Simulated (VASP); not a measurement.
Crystal: K3C.

```
K C
1.0
     4.65277    0.00000    0.00000
     0.00000    4.65277    0.00000
     0.00000    0.00000    4.65277
K C
3 1
Direct
  0.00000 0.50000 0.50000
  0.50000 0.00000 0.50000
  0.50000 0.50000 0.00000
  0.00000 0.00000 0.00000
```

| Property | Result |
| --- | --- |
| Program | VASP 6.6.1 |
| Task | relaxation of cell and atoms |
| Functional | PBE |
| Potentials or basis | VASP PAW PBE potentials, release 64 (K_sv, C) |
| Cutoff | 600 eV |
| k mesh | 4 × 4 × 4 |
| Occupations | gaussian, width 0.1 eV |
| Spin | no spin polarisation |

At the start: pressure 4.2 GPa; volume 25.18 Å³/atom.

Question: Where does the relaxation end?

Answer: Over 4 steps the energy falls by 88.8 meV/atom and the volume is 33.46 Å³/atom (+32.9 %); space group Pm-3m (No. 221, to 0.05 Å).

Step by step:
```csv
step,energy change (eV),largest force (eV/Å),pressure (GPa),volume (Å³)
1,0.0000,0.0000,4.16,100.72
2,-0.1990,0.0000,2.41,110.57
3,-0.3491,0.0000,0.38,129.30
4,-0.3553,0.0000,0.06,133.83
```

Final structure:
```xyz
4
Lattice="5.1151 0.0000 0.0000 0.0000 5.1151 0.0000 0.0000 0.0000 5.1151" Properties=species:S:1:pos:R:3 pbc="T T T"
K     0.0000    2.5575    2.5575
K     2.5575    0.0000    2.5575
K     2.5575    2.5575    0.0000
C     0.0000    0.0000    0.0000
```

Caveat: the volume moved by over 15 % at a fixed basis, so the end points are rough.
